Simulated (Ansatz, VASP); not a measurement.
Two plane-wave programs on AlNi

INCAR

```
SYSTEM = AlNi
PREC = Accurate
ENCUT = 520
EDIFF = 1E-7
ISMEAR = 0
SIGMA = 0.15
LREAL = .FALSE.
LASPH = .TRUE.
NELM = 60
ALGO = Fast
ISIF = 2
LWAVE = .FALSE.
LCHARG = .FALSE.
GGA = PS
NBANDS = 14
```

KPOINTS

```
regular mesh
0
G
  18 18 18
  0 0 0
```

Contents of POSCAR:

```
AlNi
1.0
    2.9621973051      0.0000000000      0.0000000000
    0.0000000000      2.9621973051      0.0000000000
    0.0000000000      0.0000000000      2.7252215207
Al Ni
1 1
Direct
    0.0000000000      0.0000000000      0.0000000000
    0.5000000000      0.5000000000      0.5000000000
```

Input for Ansatz:

```yaml
crystal:
  lattice:
    - [2.9621973051, 0.0, 0.0]
    - [0.0, 2.9621973051, 0.0]
    - [0.0, 0.0, 2.7252215207]
  atoms:
    - { symbol: Al, position: [0.0, 0.0, 0.0] }
    - { symbol: Ni, position: [0.5, 0.5, 0.5] }
basis:
  ecutwfc: 420
kpoints:
  mp_grid: { grid: [18, 18, 18] }
hamiltonian:
  xc: pbesol
scf:
  occupations: { method: gaussian, width: 0.15 }
output:
  forces: true
  stress: true
  eigenvalues: true
```

Alike in both runs: task single point; functional PBEsol; k mesh 18 × 18 × 18; occupations gaussian, width 0.15 eV; no spin polarisation.

|  | VASP | Ansatz |
| --- | --- | --- |
| version | VASP 6.6.1 | Ansatz 0.2.0 |
| potentials or method | VASP PAW PBE potentials, release 64 (Al, Ni), cutoff 520 eV | scalar-relativistic, plane waves, PAW |
| valence electrons in the cell | 13 | 21 |

Ansatz gave:

- gap on the k mesh at the Fermi level (eV): none
- pressure (GPa): -2.8
- traceless stress, the component that is largest in VASP (GPa): 5.41

Question: Estimate VASP's values.

Answer: gap on the k mesh at the Fermi level (eV): none; pressure (GPa): -2.7; traceless stress, the component that is largest in VASP (GPa): 5.53.

VASP's potentials were made for PBE, not for PBEsol. A gap of «none» marks a metal or a gap that the smearing closes. VASP's potentials hold 13 valence electrons a cell and Ansatz's 21, so a difference there can come from the potentials and not from the codes.
